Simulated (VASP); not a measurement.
# Os (Pm-3m) in VASP: further runs

Os is run at these levels: PBEsol; tasks: single point.

All numbers are computed with VASP 6.6.1; they aren't measurements. Logs are shortened: lines on timing, memory, paths and dates and some standing lists are left out, and cuts for length are marked.

### Step 1. The cell of the first run

The structure is cubic, space group Pm-3m (No. 221). The conventional cell has a = 2.444 Å, b = 2.444 Å, c = 2.444 Å, α = 90.00°, β = 90.00°, γ = 90.00°. Os (site symmetry m-3m) has 6 Os at 2.44 Å within 3.2 Å.

### Step 2. Single point, PBEsol (volume scaled by 0.9)

Contents of INCAR:

```
SYSTEM = Os
PREC = Accurate
ENCUT = 520
EDIFF = 1E-6
ISMEAR = -1
SIGMA = 0.1
LREAL = .False.
LASPH = .True.
NELM = 60
ALGO = Normal
ISIF = 2
LWAVE = .False.
LCHARG = .False.
GGA = PS
NBANDS = 10
```

Contents of KPOINTS:

```
Automatic mesh
0
Gamma
  15 15 15
  0 0 0
```

Contents of POSCAR:

```
Os
1.0
    2.4439752485      0.0000000000      0.0000000000
    0.0000000000      2.4439752485      0.0000000000
    0.0000000000      0.0000000000      2.4439752485
Os
1
Direct
    0.0000000000      0.0000000000      0.0000000000
```

Potentials or basis: VASP PAW PBE potentials, release 64 (Os).

Started as:

```sh
> cat potpaw_PBE.64/Os/POTCAR > POTCAR
> mpirun -np 1 vasp_std > vasp.out
```

OUTCAR:

```text
SYSTEM = Os
   PREC = Accurate
   ENCUT = 520
   EDIFF = 1E-6
   ISMEAR = -1
   LREAL = .False.
   LASPH = .True.
   NELM = 60
   ISIF = 2
   GGA = PS

 ion  position               nearest neighbor table
   1  0.000  0.000  0.000-

  LATTYP: Found a simple cubic cell.
 ALAT       =     2.4439752485

  Lattice vectors:

 A1 = (   2.4439752485,   0.0000000000,   0.0000000000)
 A2 = (   0.0000000000,   2.4439752485,   0.0000000000)
 A3 = (   0.0000000000,   0.0000000000,   2.4439752485)

Analysis of symmetry for initial positions (statically):
=====================================================================
 Subroutine PRICEL returns:
 Original cell was already a primitive cell.

 Routine SETGRP: Setting up the symmetry group for a
 simple cubic supercell.

 Subroutine GETGRP returns: Found 48 space group operations
 (whereof 48 operations were pure point group operations)
 out of a pool of 48 trial point group operations.

The static configuration has the point symmetry O_h .

Analysis of symmetry for dynamics (positions and initial velocities):
=====================================================================
 Subroutine PRICEL returns:
 Original cell was already a primitive cell.

 Routine SETGRP: Setting up the symmetry group for a
 simple cubic supercell.

 Subroutine GETGRP returns: Found 48 space group operations
 (whereof 48 operations were pure point group operations)
 out of a pool of 48 trial point group operations.

The dynamic configuration has the point symmetry O_h .

 Subroutine INISYM returns: Found 48 space group operations
 (whereof 48 operations are pure point group operations),
 and found     1 'primitive' translations

----------------------------------------------------------------------------------------

                                     Primitive cell

  volume of cell :      14.5979

  direct lattice vectors                    reciprocal lattice vectors
     2.443975249  0.000000000  0.000000000     0.409169447  0.000000000  0.000000000
     0.000000000  2.443975249  0.000000000     0.000000000  0.409169447  0.000000000
     0.000000000  0.000000000  2.443975249     0.000000000  0.000000000  0.409169447

  length of vectors
     2.443975249  2.443975249  2.443975249     0.409169447  0.409169447  0.409169447

  position of ions in fractional coordinates (direct lattice)
     0.000000000  0.000000000  0.000000000

  ion indices of the primitive-cell ions
   primitive index   ion index
                 1           1

----------------------------------------------------------------------------------------

 KPOINTS: Automatic mesh

Automatic generation of k-mesh.
 Grid dimensions read from file:
 generate k-points for:   15   15   15

 Generating k-lattice:

  Cartesian coordinates                     Fractional coordinates (reciprocal lattice)
     0.027277963  0.000000000  0.000000000     0.066666667  0.000000000  0.000000000
     0.000000000  0.027277963  0.000000000     0.000000000  0.066666667  0.000000000
     0.000000000  0.000000000  0.027277963     0.000000000  0.000000000  0.066666667

  Length of vectors
     0.027277963  0.027277963  0.027277963

  Shift w.r.t. Gamma in fractional coordinates (k-lattice)
     0.000000000  0.000000000  0.000000000

 Subroutine IBZKPT returns following result:
 ===========================================

 Found    120 irreducible k-points:

 Following reciprocal coordinates:
            Coordinates               Weight
  0.000000  0.000000  0.000000      1.000000
  0.066667  0.000000  0.000000      6.000000
  0.133333  0.000000  0.000000      6.000000
  0.200000  0.000000  0.000000      6.000000
  0.266667  0.000000  0.000000      6.000000
  0.333333  0.000000  0.000000      6.000000
[... 16 lines left out ...]
  0.266667  0.200000  0.000000     24.000000
  0.333333  0.200000  0.000000     24.000000
 [... further k-points ...]
   k-points           NKPTS =    120   k-points in BZ     NKDIM =    120   number of bands    NBANDS=     10
   number of dos      NEDOS =    301   number of ions     NIONS =      1
   total plane-waves  NPLWV =   5832
   dimension x,y,z NGX =    18 NGY =   18 NGZ =   18
   dimension x,y,z NGXF=    36 NGYF=   36 NGZF=   36
   ions per type =               1
   NGX,Y,Z   is equivalent  to a cutoff of  12.24, 12.24, 12.24 a.u.
   NGXF,Y,Z  is equivalent  to a cutoff of  24.49, 24.49, 24.49 a.u.
 SYSTEM =  Os
   PREC   = accura    normal or accurate (medium, high low for compatibility)
   ISTART =      0    job   : 0-new  1-cont  2-samecut
   ICHARG =      2    charge: 1-file 2-atom 10-const
   ISPIN  =      1    spin polarized calculation?
   LNONCOLLINEAR =      F non collinear calculations
   LSORBIT =      F    spin-orbit coupling
   LASPH  =      T    aspherical Exc in radial PAW
   ENCUT  =  520.0 eV  38.22 Ry    6.18 a.u.   4.54  4.54  4.54*2*pi/ulx,y,z
   NELM   =     60;   NELMIN=  2; NELMDL= -5     # of ELM steps
   EDIFF  = 0.1E-05   stopping-criterion for ELM
   LREAL  =      F    real-space projection
   EDIFFG = 0.1E-04   stopping-criterion for IOM
   NSW    =      0    number of steps for IOM
   IBRION =     -1    ionic relax: 0-MD 1-quasi-New 2-CG
   NFREE  =      0    steps in history (QN), initial steepest desc. (CG)
   ISIF   =      2    stress and relaxation
   ISYM   =      2    0-nonsym 1-usesym 2-fastsym
   POTIM  = 0.5000    time-step for ionic-motion
   TEBEG  =    0.0;   TEEND  =   0.0 temperature during run
   PSTRESS=    0.0 pullay stress
   NELECT =       8.0000    total number of electrons
   NUPDOWN=      -1.0000    fix difference up-down
   EMIN   =  10.00;   EMAX   =-10.00  energy-range for DOS
   EFERMI =   0.00;   METHOD = LEGACY
   ISMEAR =    -1;   SIGMA  =   0.10  broadening in eV -4-tet -1-fermi 0-gaus
   EFERMI_NEDOS =   21; number of points for ismear=-14 and -15
   IALGO  =     38    algorithm
   IMIX   =      4    mixing-type and parameters
     AMIX     =   0.40;   BMIX     =  1.00
     AMIX_MAG =   1.60;   BMIX_MAG =  1.00
  volume/ion in A,a.u.               =      14.60        98.51
  Fermi-wavevector in a.u.,A,eV,Ry     =   1.339701  2.531669 24.419736  1.794800
  Thomas-Fermi vector in A             =   2.468072
   LORBIT       =      0    0 simple, 1 ext, 2 COOP (PROOUT), +10 PAW based schemes
   GGA     = PS    functional components
   LHFCALC =     F    Hartree Fock is set to
   AEXX    =    0.0000 exact exchange contribution
   IVDW    =     0    specifies the selected vdW correction
   LEPSILON=     F    determine dielectric tensor
   LRPA    =     F    only Hartree local field effects (RPA)
 non-spin polarized calculation
  energy-cutoff  :      520.00
  volume of cell :       14.60
 maximum number of plane-waves:       405
   NGX =  9   NGY =  9   NGZ =  9

 number of electron       7.9999998 magnetization

 Free energy of the ion-electron system (eV)
  ---------------------------------------------------
  ext. energy  EPLUGINS =         0.00000000
  ---------------------------------------------------
  free energy    TOTEN  =       -10.46689674 eV

  energy without entropy =      -10.42962094  energy(sigma->0) =      -10.44825884

 E-fermi :   8.9074     XC(G=0): -13.7439

 val. band max:        8.8997469425   @ k =   0.4667   0.2667   0.2000
 cond. band min:       8.9101463194   @ k =   0.3333   0.3333   0.0000
 fundamental gap:      0.0103993769
 Fermi energy:         8.9074391967

 k-point     1 :       0.0000    0.0000    0.0000
  band No.  band energies     occupation
      1      -1.7446      2.00000
      2       1.7807      2.00000
      3       1.7807      2.00000
      4      11.7474      0.00000
      5      11.7474      0.00000
      6      11.7474      0.00000
      7      25.3894      0.00000
      8      25.3894      0.00000
      9      25.3894      0.00000
     10      32.1264      0.00000

 k-point     2 :       0.0667    0.0000    0.0000
  band No.  band energies     occupation
      1      -1.5781      2.00000
      2       1.8206      2.00000
      3       1.9660      2.00000
      4      11.5019      0.00000
      5      11.5019      0.00000
      6      11.7654      0.00000
      7      24.4418      0.00000
      8      25.7374      0.00000
      9      25.7374      0.00000
     10      32.8147      0.00000

 k-point     3 :       0.1333    0.0000    0.0000
  band No.  band energies     occupation
      1      -1.1242      2.00000
      2       1.9352      2.00000
      3       2.5305      2.00000
      4      10.8630      0.00000
      5      10.8630      0.00000
      6      11.8164      0.00000
      7      22.5449      0.00000
      8      26.6714      0.00000
      9      26.6714      0.00000
     10      31.5341      0.00000

 k-point     4 :       0.2000    0.0000    0.0000
  band No.  band energies     occupation
      1      -0.4936      2.00000
      2       2.1090      2.00000
      3       3.4687      2.00000
      4      10.0339      0.00003
      5      10.0339      0.00003
      6      11.8924      0.00000
      7      20.5998      0.00000
      8      27.9562      0.00000
      9      27.9562      0.00000
     10      29.4447      0.00000
[... 222 lines left out ...]
 k-point    22 :       0.2000    0.2000    0.0000
  band No.  band energies     occupation
      1       0.7098      2.00000
      2       3.1702      2.00000
      3       4.3268      2.00000
      4       8.2735      1.99648
      5      10.0411      0.00002
      6      10.4642      0.00000
      7      22.5182      0.00000
      8      22.8482      0.00000
      9      29.8956      0.00000
     10      30.6935      0.00000

 k-point    23 :       0.2667    0.2000    0.0000
  band No.  band energies     occupation
      1       1.2995      2.00000
      2       3.4776      2.00000
      3       5.1792      2.00000
      4       7.8552      1.99995
      5       9.3964      0.01493
      6      10.4264      0.00000
      7      20.7723      0.00000
      8      23.7985      0.00000
      9      29.1331      0.00000
     10      32.1863      0.00000

 k-point    24 :       0.3333    0.2000    0.0000
  band No.  band energies     occupation
      1       1.8489      2.00000
      2       3.6419      2.00000
      3       5.4154      2.00000
      4       8.5570      1.94161
      5       8.7235      1.72577
      6      10.5265      0.00000
      7      19.2298      0.00000
      8      24.8663      0.00000
      9      28.2096      0.00000
     10      33.6157      0.00000

 [... further k-points ...]

------------------------ aborting loop because EDIFF is reached ----------------------------------------

  FORCE on cell =-STRESS in cart. coord.  units (eV):
  Direction    XX          YY          ZZ          XY          YZ          ZX
  --------------------------------------------------------------------------------------
  -------------------------------------------------------------------------------------
  Total        3.7251696      3.7251696      3.7251696     -0.0000000     -0.0000000      0.0000000
  in kB      408.8520920    408.8520920    408.8520920     -0.0000000     -0.0000000      0.0000000
  external PRESSURE =     408.8520920 kB  Pullay stress =       0.0000000 kB

 VOLUME and BASIS-vectors are now :
 -----------------------------------------------------------------------------
  energy-cutoff  :      520.00
  volume of cell :       14.60
      direct lattice vectors                 reciprocal lattice vectors
     2.443975249  0.000000000  0.000000000     0.409169447  0.000000000  0.000000000
     0.000000000  2.443975249  0.000000000     0.000000000  0.409169447  0.000000000
     0.000000000  0.000000000  2.443975249     0.000000000  0.000000000  0.409169447

 POSITION                                       TOTAL-FORCE (eV/Angst)
 -----------------------------------------------------------------------------------
      0.00000      0.00000      0.00000         0.000000      0.000000      0.000000
 -----------------------------------------------------------------------------------
    total drift:                                0.000000      0.000000      0.000000

  FREE ENERGIE OF THE ION-ELECTRON SYSTEM (eV)
  ---------------------------------------------------
  free  energy   TOTEN  =       -10.4668967419 eV

  energy  without entropy=      -10.4296209423  energy(sigma->0) =      -10.44825884
```

Run time: 6.5 s. Hardware: 1 thread of Intel Xeon 6975P-C (Granite Rapids), shared host; peak memory 0.13 GiB.

What came out:

| Property | Result |
| --- | --- |
| Free energy | -10.4669 eV |
| Pressure | 40.9 GPa |
| Band gap on the k mesh | zero (band 4 reaches 14.60 eV, above the bottom of band 5 at 7.61 eV) |

Caveat: the PAW data sets were made with another functional, which shifts forces and pressure a little; spin-orbit coupling is left out, which moves the levels of the heavy elements.

### Step 3. Single point, PBEsol (volume scaled by 0.9)

Contents of INCAR:

```
PREC = Accurate ; ENCUT = 520
EDIFF = 1E-7 ; ISMEAR = -1
SIGMA = 0.1 ; LREAL = F
LASPH = T ; NELM = 80
ALGO = Normal ; ISIF = 2
LWAVE = F ; LCHARG = F
GGA = PS ; NBANDS = 10
```

Contents of KPOINTS:

```
Automatic mesh
0
Gamma
  15 15 15
```

POSCAR is that of step 2.

Potentials or basis: VASP PAW PBE potentials, release 64 (Os).

Started as:

```sh
> cat potpaw_PBE.64/Os/POTCAR > POTCAR
> mpirun -np 1 vasp_std > vasp.out
```

It took 6.4 s on 1 thread of Intel Xeon 6975P-C (Granite Rapids), shared host; peak memory 0.13 GiB.

The run converged. Its results:

```yaml
Free_energy: -10.4669 eV
Pressure: 40.9 GPa
Band_gap_on_the_k_mesh: zero (band 4 reaches 14.60 eV, above the bottom of band 5 at 7.61 eV)
```

Levels at points of the mesh, in eV from the Fermi level:
| k point | band 2 | band 3 | band 4 | band 5 | band 6 | band 7 |
| --- | --- | --- | --- | --- | --- | --- |
| (0.00, 0.00, 0.00) | -7.13 | -7.13 | 2.84 | 2.84 | 2.84 | 16.48 |

Caveat: the PAW data sets were made with another functional, which shifts forces and pressure a little; spin-orbit coupling is left out, which moves the levels of the heavy elements.
